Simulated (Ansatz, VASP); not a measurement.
**ZnF2 in VASP and in Ansatz**

```
Zn F
1.0
     4.70336    0.00000    0.00000
     0.00000    4.70336    0.00000
     0.00000    0.00000    3.12679
Zn F
2 4
Direct
  0.00000 0.00000 0.00000
  0.50000 0.50000 0.50000
  0.30319 0.30319 0.00000
  0.19681 0.80319 0.50000
  0.69681 0.69681 0.00000
  0.80319 0.19681 0.50000
```

Alike in both runs: task single point; functional LDA; k mesh 6 × 6 × 8; no spin polarisation.

|  | VASP | Ansatz |
| --- | --- | --- |
| version | VASP 6.6.1 | Ansatz 0.2.0 |
| potentials or method | VASP PAW LDA potentials, release 64 (Zn, F) | plane waves, PAW |
| plane-wave cutoff (eV) | 600 | 420 |
| occupations | gaussian, width 0.01 eV | fixed |
| valence electrons in the cell | 52 | 52 |

Ansatz gave:

| Quantity | Value |
| --- | --- |
| gap on the k mesh at the Fermi level (eV) | 3.37 |
| pressure (GPa) | -5.3 |
| traceless stress, the component that is largest in VASP (GPa) | -0.53 |
| rms of the force components (eV/Å) | 0.034 |

Q: Which values does VASP return?

A: gap on the k mesh at the Fermi level (eV): 3.33; pressure (GPa): -4.7; traceless stress, the component that is largest in VASP (GPa): -0.33; rms of the force components (eV/Å): 0.028.

LDA's correlation is that of Perdew and Zunger in VASP and of Perdew and Wang (1992) in Ansatz. Atom by atom the forces differ by 0.006 eV/Å (rms over components).
